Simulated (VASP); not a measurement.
Crystal: AsPt.

```
CELL_PARAMETERS angstrom
0.00000 2.78084 2.78084
2.78084 0.00000 2.78084
2.78084 2.78084 0.00000
ATOMIC_POSITIONS crystal
As 0.00000 0.00000 0.00000
Pt 0.25000 0.25000 0.25000
```

The cell was generated, and may not be a known phase.

- Program: VASP 6.6.1
- Task: relaxation of cell and atoms
- Functional: PBE
- Potentials or basis: VASP PAW PBE potentials, release 64 (As, Pt)
- Cutoff: 600 eV
- k mesh: 18 × 18 × 18
- Occupations: gaussian, width 0.1 eV
- Spin: no spin polarisation

At the start: pressure 4.0 GPa; volume 21.50 Å³/atom.

**Question.** Where does the relaxation end?

**Answer.** Over 3 steps the energy falls by 8.9 meV/atom and the volume is 22.25 Å³/atom (+3.5 %); space group F-43m (No. 216, to 0.1 Å) before and after.

Step by step:
```
step  energy change (eV)  largest force (eV/Å)  pressure (GPa)  volume (Å³)
   1              0.0000                0.0000            4.01        43.01
   2              0.0086                0.0000           -4.16        46.45
   3             -0.0179                0.0000           -0.02        44.51
```

Final structure:
```
As Pt
1.0
     0.00000    2.81273    2.81273
     2.81273    0.00000    2.81273
     2.81273    2.81273    0.00000
As Pt
1 1
Direct
  0.00000 0.00000 0.00000
  0.25000 0.25000 0.25000
```

Caveat: an odd number of electrons without spin polarisation forces a metal; a magnetic or distorted state may lie lower.
